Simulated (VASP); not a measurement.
# CuO (P4_2/mmc) in VASP: single point with PBE+U

Aim: the single point of CuO with PBE+U.

All numbers are computed with VASP 6.6.1; they aren't measurements. Logs are shortened: lines on timing, memory, paths and dates and some standing lists are left out, and cuts for length are marked.

## 1. The cell of the first run

The structure is tetragonal, space group P4_2/mmc (No. 131). Conventional cell: a = 3.422 Å, b = 3.422 Å, c = 4.260 Å, α = 90.00°, β = 90.00°, γ = 90.00°. Cu (site symmetry mmm) has 4 O at 2.02 Å within 2.7 Å. Within 2.7 Å of Cu (site symmetry mmm) lie 4 O at 2.02 Å. O (site symmetry -4m2) has 4 Cu at 2.02 Å and 2 O at 2.13 Å within 2.7 Å.

## 2. Single point, PBE+U, collinear spin

INCAR

```
SYSTEM = CuO
ALGO     = Normal         ! electronic algorithm
EDIFF    = 1E-7           ! SCF threshold, eV
ENCUT    = 520            ! plane-wave cutoff, eV
GGA      = PE             ! functional
ISIF     = 2              ! what is computed and relaxed
ISMEAR   = 0              ! smearing method
ISPIN    = 2              ! spin polarisation
LASPH    = .True.         ! aspherical terms in the spheres
LCHARG   = .True.         ! write CHGCAR
LDAU     = .True.         ! DFT+U
LDAUJ    = 0 0          
LDAUL    = 2 -1           ! shell
LDAUPRINT= 1            
LDAUTYPE = 2            
LDAUU    = 4 0            ! U, eV
LELF     = .True.         ! ELF
LMAXMIX  = 4              ! l up to which the mixer works
LORBIT   = 11             ! projections on sites
LREAL    = .False.        ! projectors in reciprocal space
LVHAR    = .True.       
LWAVE    = .False.        ! write WAVECAR
MAGMOM   = 1 1 -1 -1 0 0 0 0 ! initial moments
NBANDS   = 48             ! bands
NELM     = 150            ! most SCF steps
PREC     = Accurate       ! precision mode
SIGMA    = 0.05           ! smearing width, eV
```

KPOINTS

```
k-points
0
Gamma
  6 3 5
  0 0 0
```

POSCAR

```
CuO
1.0
    3.4220509700      0.0000000000      0.0000000000
    0.0000000000      6.8441019400      0.0000000000
    0.0000000000      0.0000000000      4.2604614800
Cu O
4 4
Direct
    0.0000000000      0.2500000000      0.0000000000
    0.5000000000      0.0000000000      0.5000000000
    0.0000000000      0.7500000000      0.0000000000
    0.5000000000      0.5000000000      0.5000000000
    0.0000000000      0.0000000000      0.2500000000
    0.0000000000      0.0000000000      0.7500000000
    0.0000000000      0.5000000000      0.2500000000
    0.0000000000      0.5000000000      0.7500000000
```

Potentials or basis: VASP PAW PBE potentials, release 64 (Cu, O).

Started as:

```sh
cat potpaw_PBE.64/Cu/POTCAR potpaw_PBE.64/O/POTCAR > POTCAR
mpirun -np 1 vasp_std > vasp.out
```

OUTCAR:

```text
SYSTEM = CuO
   EDIFF = 1E-7
   ENCUT = 520
   GGA = PE
   ISIF = 2
   ISMEAR = 0
   ISPIN = 2
   LASPH = .True.
   LORBIT = 11
   LREAL = .False.
   NELM = 150
   PREC = Accurate

 ion  position               nearest neighbor table
   1  0.000  0.250  0.000-   5 2.02   6 2.02   7 2.02   8 2.02
   2  0.500  0.000  0.500-   5 2.02   6 2.02   5 2.02   6 2.02
   3  0.000  0.750  0.000-   5 2.02   6 2.02   7 2.02   8 2.02
   4  0.500  0.500  0.500-   7 2.02   8 2.02   7 2.02   8 2.02
   5  0.000  0.000  0.250-   1 2.02   2 2.02   3 2.02   2 2.02
   6  0.000  0.000  0.750-   1 2.02   2 2.02   3 2.02   2 2.02
   7  0.000  0.500  0.250-   1 2.02   3 2.02   4 2.02   4 2.02
   8  0.000  0.500  0.750-   1 2.02   3 2.02   4 2.02   4 2.02

  LATTYP: Found a simple orthorhombic cell.
 ALAT       =     3.4220509700
 B/A-ratio  =     1.2450023443
 C/A-ratio  =     2.0000000000

  Lattice vectors:

 A1 = (  -3.4220509700,   0.0000000000,   0.0000000000)
 A2 = (   0.0000000000,   0.0000000000,   4.2604614800)
 A3 = (   0.0000000000,   6.8441019400,   0.0000000000)

Analysis of symmetry for initial positions (statically):
=====================================================================
 Subroutine PRICEL returns following result:

  LATTYP: Found a simple tetragonal cell.
 ALAT       =     3.4220509700
 C/A-ratio  =     1.2450023443
[... 12 lines left out ...]
 Subroutine GETGRP returns: Found  8 space group operations
 (whereof  8 operations were pure point group operations)
 out of a pool of  8 trial point group operations.

The static configuration has the point symmetry D_2h.

Analysis of symmetry for dynamics (positions and initial velocities):
=====================================================================
 Subroutine PRICEL returns following result:

  LATTYP: Found a simple tetragonal cell.
 ALAT       =     3.4220509700
 C/A-ratio  =     1.2450023443
[... 12 lines left out ...]
 Subroutine GETGRP returns: Found  8 space group operations
 (whereof  8 operations were pure point group operations)
 out of a pool of  8 trial point group operations.

The dynamic configuration has the point symmetry D_2h.

Analysis of structural, dynamic, and magnetic symmetry:
=====================================================================
 Subroutine PRICEL returns following result:

  LATTYP: Found a simple tetragonal cell.
 ALAT       =     3.4220509700
 C/A-ratio  =     1.2450023443
[... 12 lines left out ...]
 Subroutine GETGRP returns: Found  4 space group operations
 (whereof  4 operations were pure point group operations)
[... 284 lines left out ...]
  ext. energy  EPLUGINS =         0.00000000
  ---------------------------------------------------
  free energy    TOTEN  =       -31.18400301 eV

  energy without entropy =      -31.18096147  energy(sigma->0) =      -31.18248224

 E-fermi :   3.6907     XC(G=0): -10.5493

 val. band max:        3.6876728261   @ k =   0.0000   0.3333   0.0000
 cond. band min:       3.7589018338   @ k =   0.0000   0.0000   0.4000
 fundamental gap:      0.0712290077
 Fermi energy:         3.6907228988

 spin component 1

 k-point     1 :       0.0000    0.0000    0.0000
  band No.  band energies     occupation
      1     -16.1564      1.00000
      2     -15.8635      1.00000
      3     -13.4468      1.00000
      4     -13.3035      1.00000
      5      -4.1694      1.00000
      6      -3.5021      1.00000
[... 1165 lines left out ...]
     45      12.6853      0.00000
     46      13.6143      0.00000
 Fermi energy:         3.6907228988

 spin component 2

 k-point     1 :       0.0000    0.0000    0.0000
  band No.  band energies     occupation
      1     -16.1564      1.00000
      2     -15.8635      1.00000
      3     -13.4468      1.00000
      4     -13.3035      1.00000
      5      -4.1694      1.00000
      6      -3.5021      1.00000
[... 1165 lines left out ...]
     45      12.6853      0.00000
     46      13.6143      0.00000
 [bands above 46 left out]

------------------------ aborting loop because EDIFF is reached ----------------------------------------

  FORCE on cell =-STRESS in cart. coord.  units (eV):
  Direction    XX          YY          ZZ          XY          YZ          ZX
  --------------------------------------------------------------------------------------
  -------------------------------------------------------------------------------------
  Total       -7.9617701     -8.5870036     11.5095214      0.0000000      0.0000000      0.0000000
  in kB     -127.8381952   -137.8772590    184.8026782      0.0000000      0.0000000      0.0000000
  external PRESSURE =     -26.9709253 kB  Pullay stress =       0.0000000 kB

 VOLUME and BASIS-vectors are now :
 -----------------------------------------------------------------------------
  energy-cutoff  :      520.00
  volume of cell :       99.78
      direct lattice vectors                 reciprocal lattice vectors
     3.422050970  0.000000000  0.000000000     0.292222415  0.000000000  0.000000000
     0.000000000  6.844101940  0.000000000     0.000000000  0.146111208  0.000000000
     0.000000000  0.000000000  4.260461480     0.000000000  0.000000000  0.234716358

 POSITION                                       TOTAL-FORCE (eV/Angst)
 -----------------------------------------------------------------------------------
      0.00000      1.71103      0.00000         0.000000     -0.000016      0.000000
      1.71103      0.00000      2.13023        -0.000000     -0.000002      0.000000
      0.00000      5.13308      0.00000         0.000000     -0.000016      0.000000
      1.71103      3.42205      2.13023        -0.000000     -0.000002      0.000000
      0.00000      0.00000      1.06512         0.000000      0.000009     -0.000705
      0.00000      0.00000      3.19535         0.000000      0.000009      0.000705
      0.00000      3.42205      1.06512         0.000000      0.000009     -0.000705
      0.00000      3.42205      3.19535         0.000000      0.000009      0.000705
 -----------------------------------------------------------------------------------
    total drift:                                0.000000      0.000031      0.000000

  FREE ENERGIE OF THE ION-ELECTRON SYSTEM (eV)
  ---------------------------------------------------
  free  energy   TOTEN  =       -31.1840030095 eV

  energy  without entropy=      -31.1809614740  energy(sigma->0) =      -31.18248224

 total charge

# of ion       s       p       d       tot
------------------------------------------
    1        0.331   0.297   9.291   9.919
    2        0.333   0.297   9.266   9.895
    3        0.331   0.297   9.291   9.919
    4        0.333   0.297   9.266   9.895
    5        1.592   3.293   0.000   4.885
    6        1.592   3.293   0.000   4.885
    7        1.592   3.293   0.000   4.885
    8        1.592   3.293   0.000   4.885
--------------------------------------------------
tot          7.697  14.359  37.113  59.170

 magnetization (x)

# of ion       s       p       d       tot
------------------------------------------
    1       -0.000  -0.000   0.000   0.000
    2       -0.004   0.002   0.320   0.318
    3        0.000   0.000  -0.000  -0.000
    4        0.004  -0.002  -0.320  -0.318
    5        0.002   0.063   0.000   0.065
    6        0.002   0.063   0.000   0.065
    7       -0.002  -0.063   0.000  -0.065
    8       -0.002  -0.063   0.000  -0.065
--------------------------------------------------
tot          0.000   0.000   0.000   0.000
```

OSZICAR:

```text
N       E                     dE             d eps       ncg     rms          rms(c)
DAV:   1     0.788467075559E+03    0.78847E+03   -0.30274E+04  4720   0.213E+03
DAV:   2     0.123652296533E+03   -0.66481E+03   -0.60932E+03  4704   0.493E+02
DAV:   3    -0.271940129824E+02   -0.15085E+03   -0.13991E+03  5304   0.232E+02
[... 15 lines left out ...]
DAV:  19    -0.311839958205E+02   -0.12144E-04   -0.13748E-04  7856   0.159E-01    0.745E-03
DAV:  20    -0.311840022476E+02   -0.64271E-05   -0.15038E-05  6696   0.496E-02    0.368E-03
DAV:  21    -0.311840025871E+02   -0.33953E-06   -0.18522E-06  6424   0.272E-02    0.203E-03
DAV:  22    -0.311840028720E+02   -0.28488E-06   -0.45166E-06  3920   0.289E-02    0.105E-03
DAV:  23    -0.311840029527E+02   -0.80741E-07   -0.10753E-06  3544   0.149E-02    0.403E-04
DAV:  24    -0.311840030095E+02   -0.56732E-07   -0.27157E-07  4088   0.661E-03
   1 F= -.31184003E+02 E0= -.31182482E+02  d E =-.304154E-02  mag=     0.0000
```

stdout:

```text
POSCAR found type information on POSCAR CuO
 POSCAR found :  2 types and       8 ions
 scaLAPACK will be used
 LDA part: xc-table for (Slater+PW92), standard interpolation
 POSCAR, INCAR and KPOINTS ok, starting setup
 FFT: planning ... GRIDC
 FFT: planning ... GRID_SOFT
 FFT: planning ... GRID
 WAVECAR not read
 entering main loop
```

Run time: 9.8 min. Hardware: 1 thread of AMD EPYC 7R13, shared host; peak memory 0.31 GiB.

Results:

```
Free energy                                           : -31.1840 eV
Pressure                                              : -2.7 GPa
Band gap on the k mesh                                : zero (filled and empty bands overlap)
Net moment                                            : 0.00 μB per cell
Site moments                                          : Cu +0.00, +0.32, -0.00, -0.32; O +0.07, -0.07 (each value once) μB
Valence electrons inside the program's atomic spheres : Cu 9.92, 9.89 (each value once); O 4.88
```

Eigenvalues of the final occupation matrices:
```tsv
site	spin	trace	eigenvalues
site 1 d	1	4.66	0.85 0.92 0.96 0.96 0.96
site 1 d	2	4.66	0.85 0.92 0.96 0.96 0.96
site 2 d	1	4.80	0.93 0.96 0.97 0.97 0.98
site 2 d	2	4.48	0.67 0.92 0.96 0.96 0.96
site 3 d	1	4.66	0.85 0.92 0.96 0.96 0.96
site 3 d	2	4.66	0.85 0.92 0.96 0.96 0.96
site 4 d	1	4.48	0.67 0.92 0.96 0.96 0.96
site 4 d	2	4.80	0.93 0.96 0.97 0.97 0.98
```
